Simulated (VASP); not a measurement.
# Zr3H (P6_3/mcm) in VASP: further runs

Runs on Zr3H. Level: PBE. Tasks: single point.

Program: VASP 6.6.1. These are calculated values, not measurements. Logs are shortened: lines on timing, memory, paths and dates and some standing lists are left out, and cuts for length are marked.

## (1) The cell of the first run

The structure is hexagonal, space group P6_3/mcm (No. 193). The conventional cell has a = 5.614 Å, b = 5.614 Å, c = 5.238 Å, α = 90.00°, β = 90.00°, γ = 120.00°. Zr (site symmetry m2m) has 2 H at 2.31 Å within 3.0 Å. H (site symmetry -3m) has 6 Zr at 2.31 Å and 2 H at 2.62 Å within 3.0 Å.

## (2) Single point, PBE

INCAR reads:

```
PREC     = Accurate       # precision mode
ENCUT    = 520            # plane-wave cutoff, eV
EDIFF    = 1E-6           # SCF threshold, eV
ISMEAR   = 0              # smearing method
SIGMA    = 0.1            # smearing width, eV
LREAL    = False          # projectors in reciprocal space
LASPH    = True           # aspherical terms in the spheres
NELM     = 100            # most SCF steps
ALGO     = Normal         # electronic algorithm
ISIF     = 2              # what is computed and relaxed
LWAVE    = False          # write WAVECAR
LCHARG   = False          # write CHGCAR
GGA      = PE             # functional
NBANDS   = 47             # bands
```

KPOINTS reads:

```
Automatic mesh
0
Gamma
  3 3 4
```

POSCAR reads:

```
Zr3H
1.0
    5.6138764862      0.0000000027      0.0000000000
   -2.8069382454      4.8617596494      0.0000000000
    0.0000000000      0.0000000000      5.2380647053
Zr H
6 2
Direct
    0.3380370744      0.0000000000      0.2500000000
    0.3380370744      0.3380370744      0.7500000000
    0.0000000000      0.3380370744      0.2500000000
    0.6619629256      0.0000000000      0.7500000000
    0.6619629256      0.6619629256      0.2500000000
    0.0000000000      0.6619629256      0.7500000000
    0.0000000000      0.0000000000      0.0000000000
    0.0000000000      0.0000000000      0.5000000000
```

Potentials or basis: VASP PAW PBE potentials, release 64 (Zr_sv, H).

Started as:

```sh
cat potpaw_PBE.64/Zr_sv/POTCAR potpaw_PBE.64/H/POTCAR > POTCAR
mpirun -np 1 vasp_std > vasp.out
```

OUTCAR:

```text
PREC = Accurate
   ENCUT = 520
   EDIFF = 1E-6
   ISMEAR = 0
   LREAL = False
   LASPH = True
   NELM = 100
   ISIF = 2
   GGA = PE

 ion  position               nearest neighbor table
   1  0.338  0.000  0.250-   7 2.31   8 2.31   4 3.19   4 3.19   5 3.22   5 3.22   3 3.22   3 3.22
                             2 3.23   2 3.23   6 3.23   6 3.23   3 3.29   5 3.29
   2  0.338  0.338  0.750-   7 2.31   8 2.31   5 3.19   5 3.19   4 3.22   6 3.22   4 3.22   6 3.22
                             1 3.23   1 3.23   3 3.23   3 3.23   6 3.29   4 3.29
   3  0.000  0.338  0.250-   7 2.31   8 2.31   6 3.19   6 3.19   5 3.22   1 3.22   5 3.22   1 3.22
                             2 3.23   2 3.23   4 3.23   4 3.23   1 3.29   5 3.29
   4  0.662  0.000  0.750-   7 2.31   8 2.31   1 3.19   1 3.19   2 3.22   2 3.22   6 3.22   6 3.22
                             5 3.23   5 3.23   3 3.23   3 3.23   6 3.29   2 3.29
   5  0.662  0.662  0.250-   7 2.31   8 2.31   2 3.19   2 3.19   1 3.22   3 3.22   1 3.22   3 3.22
                             4 3.23   4 3.23   6 3.23   6 3.23   3 3.29   1 3.29
   6  0.000  0.662  0.750-   7 2.31   8 2.31   3 3.19   3 3.19   2 3.22   4 3.22   2 3.22   4 3.22
                             5 3.23   5 3.23   1 3.23   1 3.23   4 3.29   2 3.29
   7  0.000  0.000  0.000-   3 2.31   6 2.31   4 2.31   1 2.31   5 2.31   2 2.31
   8  0.000  0.000  0.500-   3 2.31   6 2.31   4 2.31   1 2.31   5 2.31   2 2.31

  LATTYP: Found a hexagonal cell.
 ALAT       =     5.6138764862
 C/A-ratio  =     0.9330566353

  Lattice vectors:

 A1 = (   5.6138764862,   0.0000000027,   0.0000000000)
 A2 = (  -2.8069382454,   4.8617596494,   0.0000000000)
 A3 = (   0.0000000000,   0.0000000000,   5.2380647053)

Analysis of symmetry for initial positions (statically):
=====================================================================
 Subroutine PRICEL returns:
 Original cell was already a primitive cell.

 Routine SETGRP: Setting up the symmetry group for a
 hexagonal supercell.

 Subroutine GETGRP returns: Found 24 space group operations
 (whereof 12 operations were pure point group operations)
 out of a pool of 24 trial point group operations.

The static configuration has the point symmetry D_3d.
 The point group associated with its full space group is D_6h.

Analysis of symmetry for dynamics (positions and initial velocities):
=====================================================================
 Subroutine PRICEL returns:
 Original cell was already a primitive cell.

 Routine SETGRP: Setting up the symmetry group for a
 hexagonal supercell.

 Subroutine GETGRP returns: Found 24 space group operations
 (whereof 12 operations were pure point group operations)
 out of a pool of 24 trial point group operations.

The dynamic configuration has the point symmetry D_3d.
 The point group associated with its full space group is D_6h.

 Subroutine INISYM returns: Found 24 space group operations
 (whereof 12 operations are pure point group operations),
 and found     1 'primitive' translations

----------------------------------------------------------------------------------------

                                     Primitive cell

  volume of cell :     142.9642

  direct lattice vectors                    reciprocal lattice vectors
     5.613876486  0.000000003  0.000000000     0.178130032  0.102843422  0.000000000
    -2.806938245  4.861759649  0.000000000    -0.000000000  0.205686844  0.000000000
     0.000000000  0.000000000  5.238064705     0.000000000  0.000000000  0.190910204

  length of vectors
     5.613876486  5.613876486  5.238064705     0.205686844  0.205686844  0.190910204

  position of ions in fractional coordinates (direct lattice)
     0.338037074  1.000000000  0.250000000
     0.338037074  0.338037074  0.750000000
     0.000000000  0.338037074  0.250000000
     0.661962926  1.000000000  0.750000000
     0.661962926  0.661962926  0.250000000
     0.000000000  0.661962926  0.750000000
     0.000000000  0.000000000  0.000000000
     0.000000000  0.000000000  0.500000000

  ion indices of the primitive-cell ions
   primitive index   ion index
                 1           1
                 2           2
                 3           3
                 4           4
                 5           5
                 6           6
                 7           7
                 8           8

----------------------------------------------------------------------------------------

 KPOINTS: Automatic mesh

Automatic generation of k-mesh.
 Grid dimensions read from file:
 generate k-points for:    3    3    4

 Generating k-lattice:

  Cartesian coordinates                     Fractional coordinates (reciprocal lattice)
     0.059376677  0.034281141  0.000000000     0.333333333  0.000000000  0.000000000
    -0.000000000  0.068562281  0.000000000     0.000000000  0.333333333  0.000000000
     0.000000000  0.000000000  0.047727551     0.000000000  0.000000000  0.250000000

  Length of vectors
     0.068562281  0.068562281  0.047727551

  Shift w.r.t. Gamma in fractional coordinates (k-lattice)
     0.000000000  0.000000000  0.000000000

 Subroutine IBZKPT returns following result:
 ===========================================

 Found      9 irreducible k-points:

 Following reciprocal coordinates:
            Coordinates               Weight
  0.000000  0.000000  0.000000      1.000000
  0.333333  0.000000  0.000000      6.000000
  0.333333  0.333333  0.000000      2.000000
  0.000000  0.000000  0.250000      2.000000
  0.333333  0.000000  0.250000     12.000000
  0.333333  0.333333  0.250000      4.000000
  0.000000  0.000000  0.500000      1.000000
  0.333333  0.000000  0.500000      6.000000
  0.333333  0.333333  0.500000      2.000000
   k-points           NKPTS =      9   k-points in BZ     NKDIM =      9   number of bands    NBANDS=     47
   number of dos      NEDOS =    301   number of ions     NIONS =      8
   total plane-waves  NPLWV =  70560
   dimension x,y,z NGX =    42 NGY =   42 NGZ =   40
   dimension x,y,z NGXF=    84 NGYF=   84 NGZF=   80
   ions per type =               6   2
   NGX,Y,Z   is equivalent  to a cutoff of  12.44, 12.44, 12.70 a.u.
   NGXF,Y,Z  is equivalent  to a cutoff of  24.88, 24.88, 25.39 a.u.
 SYSTEM =  unknown system
   PREC   = accura    normal or accurate (medium, high low for compatibility)
   ISTART =      0    job   : 0-new  1-cont  2-samecut
   ICHARG =      2    charge: 1-file 2-atom 10-const
   ISPIN  =      1    spin polarized calculation?
   LNONCOLLINEAR =      F non collinear calculations
   LSORBIT =      F    spin-orbit coupling
   LASPH  =      T    aspherical Exc in radial PAW
   ENCUT  =  520.0 eV  38.22 Ry    6.18 a.u.  10.44 10.44  9.74*2*pi/ulx,y,z
   NELM   =    100;   NELMIN=  2; NELMDL= -5     # of ELM steps
   EDIFF  = 0.1E-05   stopping-criterion for ELM
   LREAL  =      F    real-space projection
   EDIFFG = 0.1E-04   stopping-criterion for IOM
   NSW    =      0    number of steps for IOM
   IBRION =     -1    ionic relax: 0-MD 1-quasi-New 2-CG
   NFREE  =      0    steps in history (QN), initial steepest desc. (CG)
   ISIF   =      2    stress and relaxation
   ISYM   =      2    0-nonsym 1-usesym 2-fastsym
   POTIM  = 0.5000    time-step for ionic-motion
   TEBEG  =    0.0;   TEEND  =   0.0 temperature during run
   PSTRESS=    0.0 pullay stress
   NELECT =      74.0000    total number of electrons
   NUPDOWN=      -1.0000    fix difference up-down
   EMIN   =  10.00;   EMAX   =-10.00  energy-range for DOS
   EFERMI =   0.00;   METHOD = LEGACY
   ISMEAR =     0;   SIGMA  =   0.10  broadening in eV -4-tet -1-fermi 0-gaus
   EFERMI_NEDOS =   21; number of points for ismear=-14 and -15
   IALGO  =     38    algorithm
   IMIX   =      4    mixing-type and parameters
     AMIX     =   0.40;   BMIX     =  1.00
     AMIX_MAG =   1.60;   BMIX_MAG =  1.00
  volume/ion in A,a.u.               =      17.87       120.60
  Fermi-wavevector in a.u.,A,eV,Ry     =   1.314447  2.483944 23.507742  1.727770
  Thomas-Fermi vector in A             =   2.444699
   LORBIT       =      0    0 simple, 1 ext, 2 COOP (PROOUT), +10 PAW based schemes
   GGA     = PE    functional components
   LHFCALC =     F    Hartree Fock is set to
   AEXX    =    0.0000 exact exchange contribution
   IVDW    =     0    specifies the selected vdW correction
   LEPSILON=     F    determine dielectric tensor
   LRPA    =     F    only Hartree local field effects (RPA)
 non-spin polarized calculation
 Gauss-broadening in eV      SIGMA  =   0.10
  energy-cutoff  :      520.00
  volume of cell :      142.96
 maximum number of plane-waves:      3884
 NGX is ok and might be reduce to    42
   NGX = 21   NGY = 21   NGZ = 19

 number of electron      74.0000002 magnetization

 Free energy of the ion-electron system (eV)
  ---------------------------------------------------
  ext. energy  EPLUGINS =         0.00000000
  ---------------------------------------------------
  free energy    TOTEN  =       -58.76468435 eV

  energy without entropy =      -58.71418779  energy(sigma->0) =      -58.73943607

 E-fermi :   9.0128     XC(G=0): -11.1539

 val. band max:        8.9960481389   @ k =   0.3333   0.0000   0.0000
 cond. band min:       9.0211390620   @ k =   0.3333   0.0000   0.2500
 fundamental gap:      0.0250909230
 Fermi energy:         9.0127837311

 k-point     1 :       0.0000    0.0000    0.0000
  band No.  band energies     occupation
      1     -39.8587      2.00000
      2     -39.7240      2.00000
      3     -39.7020      2.00000
      4     -39.7020      2.00000
      5     -39.6953      2.00000
      6     -39.6953      2.00000
[... 39 lines left out ...]
     46      10.7103      0.00000
     47      11.1411      0.00000

 k-point     2 :       0.3333    0.0000    0.0000
  band No.  band energies     occupation
      1     -39.8220      2.00000
      2     -39.7478      2.00000
      3     -39.7260      2.00000
      4     -39.7081      2.00000
      5     -39.6871      2.00000
      6     -39.6871      2.00000
[... 39 lines left out ...]
     46      10.6927      0.00000
     47      10.7069      0.00000

 k-point     3 :       0.3333    0.3333    0.0000
  band No.  band energies     occupation
      1     -39.7714      2.00000
      2     -39.7714      2.00000
      3     -39.7630      2.00000
      4     -39.6920      2.00000
      5     -39.6920      2.00000
      6     -39.6888      2.00000
[... 39 lines left out ...]
     46      12.1964      0.00000
     47      12.2304      0.00000

 k-point     4 :       0.0000    0.0000    0.2500
  band No.  band energies     occupation
      1     -39.8393      2.00000
      2     -39.7440      2.00000
      3     -39.7010      2.00000
      4     -39.7010      2.00000
      5     -39.6962      2.00000
      6     -39.6962      2.00000
[... 39 lines left out ...]
     46      10.6618      0.00000
     47      11.7510      0.00000

 k-point     5 :       0.3333    0.0000    0.2500
  band No.  band energies     occupation
      1     -39.8055      2.00000
      2     -39.7389      2.00000
      3     -39.7250      2.00000
      4     -39.7203      2.00000
      5     -39.6960      2.00000
      6     -39.6928      2.00000
[... 39 lines left out ...]
     46      10.7530      0.00000
     47      11.5134      0.00000

 k-point     6 :       0.3333    0.3333    0.2500
  band No.  band energies     occupation
      1     -39.7598      2.00000
      2     -39.7598      2.00000
      3     -39.7521      2.00000
      4     -39.7037      2.00000
      5     -39.7037      2.00000
      6     -39.6997      2.00000
[... 39 lines left out ...]
     46      12.0658      0.00000
     47      12.0755      0.00000

 k-point     7 :       0.0000    0.0000    0.5000
  band No.  band energies     occupation
      1     -39.7919      2.00000
      2     -39.7919      2.00000
      3     -39.6986      2.00000
      4     -39.6986      2.00000
      5     -39.6986      2.00000
      6     -39.6986      2.00000
[... 39 lines left out ...]
     46      10.6520      0.00000
     47      10.9380      0.00000

 k-point     8 :       0.3333    0.0000    0.5000
  band No.  band energies     occupation
      1     -39.7654      2.00000
      2     -39.7654      2.00000
      3     -39.7175      2.00000
      4     -39.7175      2.00000
      5     -39.7065      2.00000
      6     -39.7065      2.00000
[... 39 lines left out ...]
     46      10.5770      0.00000
     47      11.2520      0.00000

 k-point     9 :       0.3333    0.3333    0.5000
  band No.  band energies     occupation
      1     -39.7318      2.00000
      2     -39.7318      2.00000
      3     -39.7318      2.00000
      4     -39.7318      2.00000
      5     -39.7260      2.00000
      6     -39.7260      2.00000
[... 39 lines left out ...]
     46      10.9776      0.00000
     47      11.0704      0.00000

------------------------ aborting loop because EDIFF is reached ----------------------------------------

  FORCE on cell =-STRESS in cart. coord.  units (eV):
  Direction    XX          YY          ZZ          XY          YZ          ZX
  --------------------------------------------------------------------------------------
  -------------------------------------------------------------------------------------
  Total       -0.0692783     -0.0692783      0.1469659     -0.0000000      0.0000000      0.0000000
  in kB       -0.7763917     -0.7763917      1.6470241     -0.0000000      0.0000000      0.0000000
  external PRESSURE =       0.0314136 kB  Pullay stress =       0.0000000 kB

 VOLUME and BASIS-vectors are now :
 -----------------------------------------------------------------------------
  energy-cutoff  :      520.00
  volume of cell :      142.96
      direct lattice vectors                 reciprocal lattice vectors
     5.613876486  0.000000003  0.000000000     0.178130032  0.102843422  0.000000000
    -2.806938245  4.861759649  0.000000000    -0.000000000  0.205686844  0.000000000
     0.000000000  0.000000000  5.238064705     0.000000000  0.000000000  0.190910204

 POSITION                                       TOTAL-FORCE (eV/Angst)
 -----------------------------------------------------------------------------------
      1.89770      0.00000      1.30952         0.018551      0.000000      0.000000
      0.94885      1.64346      3.92855         0.009276      0.016066     -0.000000
     -0.94885      1.64346      1.30952        -0.009276      0.016066      0.000000
      3.71618      0.00000      3.92855        -0.018551     -0.000000     -0.000000
      1.85809      3.21830      1.30952        -0.009276     -0.016066     -0.000000
     -1.85809      3.21830      3.92855         0.009276     -0.016066      0.000000
      0.00000      0.00000      0.00000        -0.000000     -0.000000      0.000000
      0.00000      0.00000      2.61903        -0.000000     -0.000000      0.000000
 -----------------------------------------------------------------------------------
    total drift:                               -0.000000      0.000000      0.000000

  FREE ENERGIE OF THE ION-ELECTRON SYSTEM (eV)
  ---------------------------------------------------
  free  energy   TOTEN  =       -58.7646843543 eV

  energy  without entropy=      -58.7141877886  energy(sigma->0) =      -58.73943607
```

It took 45 s on 1 thread of AMD EPYC 9R45 (Zen 5), shared host; peak memory 0.22 GiB.

What came out:

- Free energy: -58.7647 eV
- Pressure: 0.0 GPa
- Largest force: 0.019 eV/Å
- Band gap on the k mesh: zero (band 37 reaches 9.30 eV, above the bottom of band 38 at 8.70 eV)

Forces in eV/Å, atoms in the order of the input:
```
Zr   0.019  0.000  0.000
Zr   0.009  0.016  0.000
Zr  -0.009  0.016  0.000
Zr  -0.019  0.000  0.000
Zr  -0.009 -0.016  0.000
Zr   0.009 -0.016  0.000
H    0.000  0.000  0.000
H    0.000  0.000  0.000
```

Stress tensor (GPa, compression positive):
```
-0.08  0.00  0.00
 0.00 -0.08  0.00
 0.00  0.00  0.16
```

Levels at points of the mesh, in eV from the Fermi level:
| k point | band 35 | band 36 | band 37 | band 38 | band 39 | band 40 |
| --- | --- | --- | --- | --- | --- | --- |
| (0.00, 0.00, 0.00) | -0.14 | -0.14 | 0.02 | 0.26 | 0.26 | 0.71 |
| (0.00, 0.00, 0.50) | -0.21 | -0.21 | -0.14 | -0.14 | -0.14 | -0.14 |

Caveat: the k points lie up to 0.43 Å⁻¹ apart.

(Part 1 of 3 ends here.)
